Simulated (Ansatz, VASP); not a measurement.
## One calculation of BeC, two programs

```xyz
8
Lattice="-0.0287 -0.0195 -2.4471 -1.5171 -3.4125 -0.0450 -4.6889 3.4733 -0.0260" Properties=species:S:1:pos:R:3 pbc="T T T"
Be   -3.0797    1.2373   -1.8631
Be   -1.5360   -2.3041   -1.9173
Be   -4.6770    2.3385   -0.6505
Be   -3.1695   -1.1681   -0.7813
C    -4.6192   -0.4571   -1.8565
C    -1.6308   -0.4475   -1.8333
C    -4.7011    0.4801   -0.6216
C    -1.5256    0.4862   -0.5488
```

Change from the starting cell: CrB type (Cmcm, No. 63); cell x2, atoms moved at random (sigma 0.05 Å) and cell strained at random (1.5 %), then relaxed without symmetry.

Alike in both runs: task relaxation of cell and atoms; functional PBE; k mesh 10 × 6 × 4; occupations gaussian, width 0.1 eV; no spin polarisation.

```csv
,VASP,Ansatz
version,VASP 6.6.1,Ansatz 0.2.0
potentials or method,"VASP PAW PBE potentials, release 64 (Be, C), cutoff 600 eV","scalar-relativistic, plane waves, PAW"
valence electrons in the cell,24,24
```

```tsv
	VASP	Ansatz	Ansatz less VASP
gap on the k mesh at the Fermi level, each at its own relaxed structure (eV)	none	none	-
relaxed volume (Å³/atom)	6.70	6.71	+0.007
relaxed length of the cell vector where the two differ most in proportion (Å)	4.202	4.208	+0.0061
```

A gap of «none» marks a metal or a gap that the smearing closes.
